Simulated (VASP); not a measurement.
Here is a VASP 6.6.1 calculation.

The input INCAR:

```
PREC     = Accurate       # precision mode
ENCUT    = 520            # plane-wave cutoff, eV
EDIFF    = 1E-7           # SCF threshold, eV
ISMEAR   = 0              # smearing method
SIGMA    = 0.02           # smearing width, eV
LREAL    = Auto         
LASPH    = True           # aspherical terms in the spheres
NELM     = 80             # most SCF steps
ALGO     = Normal         # electronic algorithm
ISIF     = 2              # what is computed and relaxed
LWAVE    = False          # write WAVECAR
LCHARG   = True           # write CHGCAR
LELF     = True           # ELF
LVHAR    = True         
NBANDS   = 63             # bands
```

KPOINTS

```
Automatic mesh
0
Gamma
  4 4 4
```

Contents of POSCAR:

```
SiO2
1.0
   -4.5994383617      4.5994383617      4.5994383617
    4.5994383617     -4.5994383617      4.5994383617
    4.5994383617      4.5994383617     -4.5994383617
Si O
6 12
Direct
    0.5000000000      0.2500000000      0.7500000000
    0.5000000000      0.7500000000      0.2500000000
    0.2500000000      0.7500000000      0.5000000000
    0.7500000000      0.2500000000      0.5000000000
    0.2500000000      0.5000000000      0.7500000000
    0.7500000000      0.5000000000      0.2500000000
    0.3560314279      0.0000000000      0.6439685721
    0.6439685721      0.6439685721      0.2879371443
    0.3560314279      0.6439685721      0.0000000000
    0.3560314279      0.7120628557      0.3560314279
    0.6439685721      0.2879371443      0.6439685721
    0.0000000000      0.3560314279      0.6439685721
    0.7120628557      0.3560314279      0.3560314279
    0.6439685721      0.3560314279      0.0000000000
    0.0000000000      0.6439685721      0.3560314279
    0.2879371443      0.6439685721      0.6439685721
    0.3560314279      0.3560314279      0.7120628557
    0.6439685721      0.0000000000      0.3560314279
```

Potentials or basis: VASP PAW LDA potentials, release 64 (Si, O).

Run with:

```console
$ cat potpaw_LDA.64/Si/POTCAR potpaw_LDA.64/O/POTCAR > POTCAR
$ mpirun -np 1 vasp_std > vasp.out
```

Q: Predict the band gap on the k mesh.

A: 5.18 eV (least direct gap 5.20 eV).

Q: What does it give for the largest force?

A: 0.006 eV/Å.

Forces on the atoms (eV/Å):
```
Si   0.000  0.000  0.000
Si   0.000  0.000  0.000
Si   0.000  0.000  0.000
Si   0.000  0.000  0.000
Si   0.000  0.000  0.000
Si   0.000  0.000  0.000
O    0.004  0.000 -0.004
O    0.004  0.004  0.000
O    0.004 -0.004  0.000
O   -0.004  0.000 -0.004
O    0.004  0.000  0.004
O    0.000  0.004 -0.004
O    0.000 -0.004 -0.004
O   -0.004  0.004  0.000
O    0.000 -0.004  0.004
O    0.000  0.004  0.004
O   -0.004 -0.004  0.000
O   -0.004  0.000  0.004
```

Caveat: the cell stands under tension. A k mesh can miss the band edges.
